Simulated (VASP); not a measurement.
Sc, 1 atom in the cell. Symmetry: Fm-3m, No. 225, cubic system. The conventional cell has a = 3.430 Å, b = 3.430 Å, c = 3.430 Å, α = 90.00°, β = 90.00°, γ = 90.00°. Sc (site symmetry m-3m) has 12 Sc at 2.43 Å within 3.2 Å. 

| Property | Result |
| --- | --- |
| Program | VASP 6.6.1 |
| Task | single point |
| Functional | PBE |
| Potentials or basis | VASP PAW PBE potentials, release 64 (Sc_sv) |
| Cutoff | 500 eV |
| k mesh | 19 × 19 × 19 |
| Occupations | fermi-dirac, width 0.1 eV |
| Spin | no spin polarisation |
| Dipole correction | no |
| Further INCAR settings | ALGO = Normal; EDIFF = 1e-06; NBANDS = 12 |

Potentials or basis: VASP PAW PBE potentials, release 64 (Sc_sv).

The run is started by

```console
$ cat potpaw_PBE.64/Sc_sv/POTCAR > POTCAR
$ mpirun -np 1 vasp_std > vasp.out
```

Hardware: 1 thread of Intel Xeon 6975P-C, with other jobs on the host.

**Question.** Estimate the wall time of this run.

**Answer.** It took 16 s on 1 thread of Intel Xeon 6975P-C, on a shared host, peak memory 0.14 GiB. Counts: scf iterations 11, k points 220.
